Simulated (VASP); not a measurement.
# Ta2C (P-3m1) in VASP: single point with r2SCAN

Aim: the single point of Ta2C with r2SCAN.

Program: VASP 6.6.1. These are calculated values, not measurements. Logs are shortened: lines on timing, memory, paths and dates and some standing lists are left out, and cuts for length are marked.

## 1. The cell of the first run

Symmetry: P-3m1, No. 164, trigonal system. The conventional cell has a = 3.110 Å, b = 3.110 Å, c = 12.885 Å, α = 90.00°, β = 90.00°, γ = 120.00°. Within 2.9 Å of Ta (site symmetry 3m) lie 3 C at 2.19 Å. Ta (site symmetry 3m) has 3 C at 2.19 Å within 2.9 Å. Within 2.9 Å of C (site symmetry 3m) lie 6 Ta at 2.19 Å.

## 2. Single point, r2SCAN (the distance across one plane changed)

Input file POSCAR:

```
Ta2C
1.0
   -3.1101644567      0.0000000000      0.0000000000
   -1.5550822284     -2.6934814295      0.0000000000
    0.0000000000      0.0000000000     12.8845978913
Ta C
4 2
Direct
    0.3333333333      0.3333333333      0.6726353047
    0.3333333333      0.3333333333      0.2890533732
    0.6666666667      0.6666666667      0.0945285583
    0.6666666667      0.6666666667      0.4781104898
    0.0000000000      1.0000000000      0.5753728972
    0.0000000000      1.0000000000      0.1917909657
```

Input file INCAR.step1:

```
ALGO     = Normal         # electronic algorithm
EDIFF    = 1E-4           # SCF threshold, eV
ENCUT    = 520            # plane-wave cutoff, eV
GGA      = PE             # functional
ISMEAR   = 0              # smearing method
LASPH    = True           # aspherical terms in the spheres
LCHARG   = False          # write CHGCAR
LREAL    = False          # projectors in reciprocal space
LWAVE    = True           # write WAVECAR
NBANDS   = 35             # bands
NELM     = 60             # most SCF steps
PREC     = Accurate       # precision mode
SIGMA    = 0.15           # smearing width, eV
```

Input file INCAR.step2:

```
ALGO     = Normal         # electronic algorithm
EDIFF    = 1E-7           # SCF threshold, eV
ENCUT    = 520            # plane-wave cutoff, eV
ISIF     = 2              # what is computed and relaxed
ISMEAR   = 0              # smearing method
ISTART   = 1            
LASPH    = True           # aspherical terms in the spheres
LCHARG   = True           # write CHGCAR
LELF     = True           # ELF
LMIXTAU  = True         
LREAL    = False          # projectors in reciprocal space
LVHAR    = True         
LWAVE    = False          # write WAVECAR
METAGGA  = R2SCAN         # meta-GGA
NBANDS   = 35             # bands
NELM     = 60             # most SCF steps
PREC     = Accurate       # precision mode
SIGMA    = 0.15           # smearing width, eV
```

Input file KPOINTS:

```
k-points
0
Gamma
  17 17 5
```

Potentials or basis: VASP PAW PBE potentials, release 64 (Ta_pv, C).

Command:

```
> cat potpaw_PBE.64/Ta_pv/POTCAR potpaw_PBE.64/C/POTCAR > POTCAR
> cp INCAR.step1 INCAR
> mpirun -np 1 vasp_std > vasp.out
> cp INCAR.step2 INCAR
> mpirun -np 1 vasp_std > vasp.out
```

OUTCAR:

```text
EDIFF = 1E-7
   ENCUT = 520
   ISIF = 2
   ISMEAR = 0
   ISTART = 1
   LASPH = True
   LREAL = False
   METAGGA = R2SCAN
   NELM = 60
   PREC = Accurate

 ion  position               nearest neighbor table
   1  0.333  0.333  0.673-   5 2.19   5 2.19   5 2.19   4 3.08   4 3.08   4 3.08
   2  0.333  0.333  0.289-   6 2.19   6 2.19   6 2.19   4 3.03   4 3.03   4 3.03   3 3.08   3 3.08
                             3 3.08
   3  0.667  0.667  0.095-   6 2.19   6 2.19   6 2.19   2 3.08   2 3.08   2 3.08
   4  0.667  0.667  0.478-   5 2.19   5 2.19   5 2.19   2 3.03   2 3.03   2 3.03   1 3.08   1 3.08
                             1 3.08
   5  0.000  0.000  0.575-   4 2.19   4 2.19   4 2.19   1 2.19   1 2.19   1 2.19
   6  0.000  0.000  0.192-   3 2.19   3 2.19   3 2.19   2 2.19   2 2.19   2 2.19

  LATTYP: Found a hexagonal cell.
 ALAT       =     3.1101644568
 C/A-ratio  =     4.1427384534

  Lattice vectors:

 A1 = (   1.5550822284,   2.6934814295,   0.0000000000)
 A2 = (  -3.1101644567,   0.0000000000,   0.0000000000)
 A3 = (   0.0000000000,   0.0000000000,  12.8845978913)

Analysis of symmetry for initial positions (statically):
=====================================================================
 Subroutine PRICEL returns:
 Original cell was already a primitive cell.

 Routine SETGRP: Setting up the symmetry group for a
 hexagonal supercell.

 Subroutine GETGRP returns: Found 12 space group operations
 (whereof  6 operations were pure point group operations)
 out of a pool of 24 trial point group operations.

The static configuration has the point symmetry C_3v.
 The point group associated with its full space group is D_3d.

Analysis of symmetry for dynamics (positions and initial velocities):
=====================================================================
 Subroutine PRICEL returns:
 Original cell was already a primitive cell.

 Routine SETGRP: Setting up the symmetry group for a
 hexagonal supercell.

 Subroutine GETGRP returns: Found 12 space group operations
 (whereof  6 operations were pure point group operations)
 out of a pool of 24 trial point group operations.

The dynamic configuration has the point symmetry C_3v.
 The point group associated with its full space group is D_3d.

 Subroutine INISYM returns: Found 12 space group operations
 (whereof  6 operations are pure point group operations),
 and found     1 'primitive' translations

[... 96 lines left out ...]
   ISPIN  =      1    spin polarized calculation?
   LNONCOLLINEAR =      F non collinear calculations
   LSORBIT =      F    spin-orbit coupling
   LASPH  =      T    aspherical Exc in radial PAW
   ENCUT  =  520.0 eV  38.22 Ry    6.18 a.u.   5.78  5.78 23.96*2*pi/ulx,y,z
   NELM   =     60;   NELMIN=  2; NELMDL=  0     # of ELM steps
   EDIFF  = 0.1E-06   stopping-criterion for ELM
   LREAL  =      F    real-space projection
   EDIFFG = 0.1E-05   stopping-criterion for IOM
   NSW    =      0    number of steps for IOM
   IBRION =     -1    ionic relax: 0-MD 1-quasi-New 2-CG
   NFREE  =      0    steps in history (QN), initial steepest desc. (CG)
   ISIF   =      2    stress and relaxation
   ISYM   =      2    0-nonsym 1-usesym 2-fastsym
   POTIM  = 0.5000    time-step for ionic-motion
   TEBEG  =    0.0;   TEEND  =   0.0 temperature during run
   PSTRESS=    0.0 pullay stress
   NELECT =      52.0000    total number of electrons
   NUPDOWN=      -1.0000    fix difference up-down
   EMIN   =  10.00;   EMAX   =-10.00  energy-range for DOS
   EFERMI =   0.00;   METHOD = LEGACY
   ISMEAR =     0;   SIGMA  =   0.15  broadening in eV -4-tet -1-fermi 0-gaus
   EFERMI_NEDOS =   21; number of points for ismear=-14 and -15
   IALGO  =     38    algorithm
   IMIX   =      4    mixing-type and parameters
     AMIX     =   0.40;   BMIX     =  1.00
     AMIX_MAG =   1.60;   BMIX_MAG =  1.00
  volume/ion in A,a.u.               =      17.99       121.40
  Fermi-wavevector in a.u.,A,eV,Ry     =   1.283374  2.425225 22.409457  1.647049
  Thomas-Fermi vector in A             =   2.415630
   LORBIT       =      0    0 simple, 1 ext, 2 COOP (PROOUT), +10 PAW based schemes
   METAGGA = R2SCAN    functional components
   LHFCALC =     F    Hartree Fock is set to
   AEXX    =    0.0000 exact exchange contribution
   IVDW    =     0    specifies the selected vdW correction
   LEPSILON=     F    determine dielectric tensor
   LRPA    =     F    only Hartree local field effects (RPA)
 non-spin polarized calculation
 Gauss-broadening in eV      SIGMA  =   0.15
  energy-cutoff  :      520.00
  volume of cell :      107.94
 maximum number of plane-waves:      2932
   NGX = 11   NGY = 11   NGZ = 47

 number of electron      52.0000000 magnetization

 Free energy of the ion-electron system (eV)
  ---------------------------------------------------
  ext. energy  EPLUGINS =         0.00000000
  ---------------------------------------------------
  free energy    TOTEN  =      -215.16963321 eV

  energy without entropy =     -215.12440417  energy(sigma->0) =     -215.14701869

 E-fermi :   4.0717     XC(G=0): -11.7010

 val. band max:        4.0637334759   @ k =   0.4706   0.0588   0.2000
 cond. band min:       4.0741302652   @ k =  -0.4118   0.2941   0.2000
 fundamental gap:      0.0103967893
 Fermi energy:         4.0717185487

 k-point     1 :       0.0000    0.0000    0.0000
  band No.  band energies     occupation
      1     -32.2721      2.00000
      2     -32.2028      2.00000
      3     -31.7662      2.00000
      4     -31.5150      2.00000
      5     -31.5150      2.00000
      6     -31.5127      2.00000
[... 901 lines left out ...]
     34       7.7293      0.00000
     35       7.9953      0.00000

 [... further k-points ...]
[... 5 lines left out ...]
  --------------------------------------------------------------------------------------
  -------------------------------------------------------------------------------------
  Total       -3.2876847     -3.2876847     -2.4995097     -0.0000000     -0.0000000     -0.0000000
  in kB      -48.8014288    -48.8014288    -37.1019889     -0.0000000     -0.0000000     -0.0000000
  external PRESSURE =     -44.9016155 kB  Pullay stress =       0.0000000 kB

 VOLUME and BASIS-vectors are now :
 -----------------------------------------------------------------------------
  energy-cutoff  :      520.00
  volume of cell :      107.94
      direct lattice vectors                 reciprocal lattice vectors
    -3.110164457  0.000000000  0.000000000    -0.321526406  0.185633357  0.000000000
    -1.555082228 -2.693481429  0.000000000     0.000000000 -0.371266714  0.000000000
     0.000000000  0.000000000 12.884597891     0.000000000  0.000000000  0.077612046

 POSITION                                       TOTAL-FORCE (eV/Angst)
 -----------------------------------------------------------------------------------
     -1.55508     -0.89783      8.66664         0.000000      0.000000     -0.536476
     -1.55508     -0.89783      3.72434         0.000000      0.000000     -0.781386
     -3.11016     -1.79565      1.21796        -0.000000     -0.000000      0.536476
     -3.11016     -1.79565      6.16026        -0.000000      0.000000      0.781386
      0.00000      0.00000      7.41345         0.000000      0.000000      0.252621
      0.00000      0.00000      2.47115        -0.000000     -0.000000     -0.252621
 -----------------------------------------------------------------------------------
    total drift:                                0.000000      0.000000      0.000071

  FREE ENERGIE OF THE ION-ELECTRON SYSTEM (eV)
  ---------------------------------------------------
  free  energy   TOTEN  =      -215.1696332073 eV

  energy  without entropy=     -215.1244041664  energy(sigma->0) =     -215.14701869
```

OSZICAR.step1:

```text
N       E                     dE             d eps       ncg     rms          rms(c)
DAV:   1     0.485829264295E+03    0.48583E+03   -0.28720E+04 10410   0.148E+03
DAV:   2    -0.495523110930E+02   -0.53538E+03   -0.52183E+03 11801   0.433E+02
DAV:   3    -0.753932953427E+02   -0.25841E+02   -0.25295E+02 13311   0.860E+01
DAV:   4    -0.761954425634E+02   -0.80215E+00   -0.79552E+00 13204   0.147E+01
DAV:   5    -0.762240144390E+02   -0.28572E-01   -0.28522E-01 14139   0.233E+00    0.375E+01
DAV:   6    -0.683864351129E+02    0.78376E+01   -0.67377E+01 13342   0.381E+01    0.156E+01
DAV:   7    -0.701085554492E+02   -0.17221E+01   -0.33562E+01 13814   0.253E+01    0.114E+01
DAV:   8    -0.664143648894E+02    0.36942E+01   -0.27622E+01 13963   0.166E+01    0.522E+00
DAV:   9    -0.664167074714E+02   -0.23426E-02   -0.18320E+00 12966   0.575E+00    0.120E+00
DAV:  10    -0.663673397776E+02    0.49368E-01   -0.19839E-01 13240   0.209E+00    0.505E-01
DAV:  11    -0.663689901195E+02   -0.16503E-02   -0.66382E-02 13318   0.110E+00    0.332E-01
DAV:  12    -0.663673609115E+02    0.16292E-02   -0.17341E-02 13368   0.546E-01    0.727E-02
DAV:  13    -0.663672883987E+02    0.72513E-04   -0.12595E-03 12393   0.220E-01    0.370E-02
DAV:  14    -0.663673107620E+02   -0.22363E-04   -0.84384E-05  7875   0.533E-02
   1 F= -.66367311E+02 E0= -.66341219E+02  d E =-.521839E-01
```

It took 44 min on 1 thread of Oxide Virtual Turin-like, shared host; peak memory 0.5 GiB.

Results:

```
Free energy            : -215.1696 eV
Pressure               : -4.5 GPa
Largest force          : 0.781 eV/Å
Band gap on the k mesh : zero (bands 26 and 27 overlap by 0.31 eV)
```

Forces on the atoms (eV/Å):
```
Ta   0.000  0.000 -0.536
Ta   0.000  0.000 -0.781
Ta   0.000  0.000  0.536
Ta   0.000  0.000  0.781
C    0.000  0.000  0.253
C    0.000  0.000 -0.253
```

Stress tensor (GPa, compression positive):
```
-4.88  0.00  0.00
 0.00 -4.88  0.00
 0.00  0.00 -3.71
```

Levels at points of the mesh, in eV from the Fermi level:
```tsv
k point	band 24	band 25	band 26	band 27	band 28	band 29
(0.00, 0.00, 0.00)	-0.34	0.00	0.00	0.13	0.44	0.44
```

Caveat: the cell differs from its parent crystal (the distance across one plane changed); the cell stands under tension; the PAW data sets were made with another functional, which shifts forces and pressure a little; spin-orbit coupling is left out, which moves the levels of the heavy elements.
